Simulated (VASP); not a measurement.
# Tl (Im-3m) in VASP: notebook, part 2 of 2

VASP 6.6.1. Earlier steps stand in the parts before.

## 5. Single point, PBE

INCAR

```
SYSTEM = Tl
ALGO     = Normal         ! electronic algorithm
EDIFF    = 1E-6           ! SCF threshold, eV
ENCUT    = 500            ! plane-wave cutoff, eV
GGA      = PE             ! functional
GGA_COMPAT= .FALSE.      
ISIF     = 2              ! what is computed and relaxed
ISMEAR   = -5             ! smearing method
LASPH    = .TRUE.         ! aspherical terms in the spheres
LCHARG   = .FALSE.        ! write CHGCAR
LREAL    = .FALSE.        ! projectors in reciprocal space
LWAVE    = .FALSE.        ! write WAVECAR
NBANDS   = 12             ! bands
NELM     = 120            ! most SCF steps
PREC     = Accurate       ! precision mode
SIGMA    = 0.1            ! smearing width, eV
```

KPOINTS

```
k-points
0
G
  6 6 6
  0 0 0
```

POSCAR

```
Tl
1.0
   -1.9410000000      1.9410000000      1.9410000000
    1.9410000000     -1.9410000000      1.9410000000
    1.9410000000      1.9410000000     -1.9410000000
Tl
1
Direct
    0.0000000000      0.0000000000      0.0000000000
```

Potentials or basis: VASP PAW PBE potentials, release 64 (Tl_d).

Launch:

```
> cat potpaw_PBE.64/Tl_d/POTCAR > POTCAR
> mpirun -np 1 vasp_std > vasp.out
```

OUTCAR:

```text
SYSTEM = Tl
   EDIFF = 1E-6
   ENCUT = 500
   GGA = PE
   ISIF = 2
   ISMEAR = -5
   LASPH = .TRUE.
   LREAL = .FALSE.
   NELM = 120
   PREC = Accurate

 ion  position               nearest neighbor table
   1  0.000  0.000  0.000-

  LATTYP: Found a body centered cubic cell.
 ALAT       =     3.8820000000

  Lattice vectors:

 A1 = (  -1.9410000000,   1.9410000000,   1.9410000000)
 A2 = (   1.9410000000,  -1.9410000000,   1.9410000000)
 A3 = (   1.9410000000,   1.9410000000,  -1.9410000000)

Analysis of symmetry for initial positions (statically):
=====================================================================
 Subroutine PRICEL returns:
 Original cell was already a primitive cell.

 Routine SETGRP: Setting up the symmetry group for a
 body centered cubic supercell.

 Subroutine GETGRP returns: Found 48 space group operations
 (whereof 48 operations were pure point group operations)
 out of a pool of 48 trial point group operations.

The static configuration has the point symmetry O_h .

Analysis of symmetry for dynamics (positions and initial velocities):
=====================================================================
 Subroutine PRICEL returns:
 Original cell was already a primitive cell.

 Routine SETGRP: Setting up the symmetry group for a
 body centered cubic supercell.

 Subroutine GETGRP returns: Found 48 space group operations
 (whereof 48 operations were pure point group operations)
 out of a pool of 48 trial point group operations.

The dynamic configuration has the point symmetry O_h .

 Subroutine INISYM returns: Found 48 space group operations
 (whereof 48 operations are pure point group operations),
 and found     1 'primitive' translations

----------------------------------------------------------------------------------------

                                     Primitive cell
[... 107 lines left out ...]
   GGA     = PE    functional components
   LHFCALC =     F    Hartree Fock is set to
   AEXX    =    0.0000 exact exchange contribution
   IVDW    =     0    specifies the selected vdW correction
   LEPSILON=     F    determine dielectric tensor
   LRPA    =     F    only Hartree local field effects (RPA)
 non-spin polarized calculation
 Fermi weights with tetrahedron method with Bloechl corrections
  energy-cutoff  :      500.00
  volume of cell :       29.25
 maximum number of plane-waves:       767
 NGX is ok and might be reduce to    28
   NGX = 13   NGY = 13   NGZ = 13

 number of electron      13.0000002 magnetization

 Free energy of the ion-electron system (eV)
  ---------------------------------------------------
  ext. energy  EPLUGINS =         0.00000000
  ---------------------------------------------------
  free energy    TOTEN  =        -2.22657411 eV

  energy without entropy =       -2.22657411  energy(sigma->0) =       -2.22657411

 E-fermi :   6.3687     XC(G=0): -10.0804

 val. band max:        6.3080312178   @ k =   0.5000   0.5000   0.3333
 cond. band min:       5.9906750319   @ k =   0.3333   0.3333   0.0000
 fundamental gap:     -0.3173561860
 Fermi energy:         6.3686614631

 k-point     1 :       0.0000    0.0000    0.0000
  band No.  band energies     occupation
      1      -5.3079      2.00000
      2      -5.3079      2.00000
      3      -5.3079      2.00000
      4      -4.8999      2.00000
      5      -4.8999      2.00000
      6      -3.5499      2.00000
      7      16.9420      0.00000
      8      16.9420      0.00000
      9      16.9420      0.00000
     10      18.6318      0.00000
     11      18.6318      0.00000
     12      18.6318      0.00000
[... 211 lines left out ...]
 k-point    16 :       0.5000    0.5000    0.5000
  band No.  band energies     occupation
      1      -5.5016      2.00000
      2      -5.5016      2.00000
      3      -4.6957      2.00000
      4      -4.6957      2.00000
      5      -4.6957      2.00000
      6       4.6340      2.00000
      7       7.7826     -0.82040
      8       7.7826      0.00000
      9       7.7826      0.00000
     10      12.7889      0.00000
     11      12.7889      0.00000
     12      24.4665      0.00000

------------------------ aborting loop because EDIFF is reached ----------------------------------------

  FORCE on cell =-STRESS in cart. coord.  units (eV):
  Direction    XX          YY          ZZ          XY          YZ          ZX
  --------------------------------------------------------------------------------------
  -------------------------------------------------------------------------------------
  Total        0.3583828      0.3583828      0.3583828      0.0000000      0.0000000     -0.0000000
  in kB       19.6300406     19.6300406     19.6300406      0.0000000      0.0000000     -0.0000000
  external PRESSURE =      19.6300406 kB  Pullay stress =       0.0000000 kB

 VOLUME and BASIS-vectors are now :
 -----------------------------------------------------------------------------
  energy-cutoff  :      500.00
  volume of cell :       29.25
      direct lattice vectors                 reciprocal lattice vectors
    -1.941000000  1.941000000  1.941000000     0.000000000  0.257599176  0.257599176
     1.941000000 -1.941000000  1.941000000     0.257599176  0.000000000  0.257599176
     1.941000000  1.941000000 -1.941000000     0.257599176  0.257599176  0.000000000

 POSITION                                       TOTAL-FORCE (eV/Angst)
 -----------------------------------------------------------------------------------
      0.00000      0.00000      0.00000        -0.000000      0.000000      0.000000
 -----------------------------------------------------------------------------------
    total drift:                               -0.000000     -0.000000      0.000000

  FREE ENERGIE OF THE ION-ELECTRON SYSTEM (eV)
  ---------------------------------------------------
  free  energy   TOTEN  =        -2.2265741084 eV

  energy  without entropy=       -2.2265741084  energy(sigma->0) =       -2.22657411
```

Run time: 4.1 s. Hardware: 1 thread of Intel Xeon Platinum 8488C (Sapphire Rapids), shared host; peak memory 0.15 GiB.

Results:

```yaml
Free_energy: -2.2266 eV
Pressure: 2.0 GPa
Band_gap_on_the_k_mesh: zero (an odd number of electrons rules out a gap without spin polarisation)
```

Caveat: the k points lie up to 0.38 Å⁻¹ apart, too coarse for converged energies and pressures of a metal; spin-orbit coupling is left out, which moves the levels of the heavy elements; tetrahedron occupations give inexact forces and stress in metals.

## 6. The runs side by side

```tsv
level	potentials or basis	smearing	gap on the mesh (eV)	pressure (GPa)
revPBE	VASP PAW PBE potentials, release 64 (Tl_d)	gaussian 0.1 eV	none	3.7
PBE	VASP PAW PBE potentials, release 64 (Tl_d)	methfessel-paxton 0.04 eV	none	2.3
LDA	VASP PAW LDA potentials, release 64 (Tl_d)	gaussian 0.1 eV	none	-2.3
PBE	VASP PAW PBE potentials, release 64 (Tl_d)	tetrahedron	none	2.0
```

Alike in all rows: task single point; no spin polarisation; cell as given; k mesh 6 × 6 × 6; cutoff (eV) 500.

Caveats: all runs use coarse meshes; spin-orbit coupling is left out, which moves the levels of the heavy elements; the PAW data sets were made with another functional, which shifts forces and pressure a little (at least some runs); tetrahedron occupations give inexact forces and stress in metals (at least some runs).

Total energies depend on the potentials used, so only differences within one code and one set of settings carry meaning.
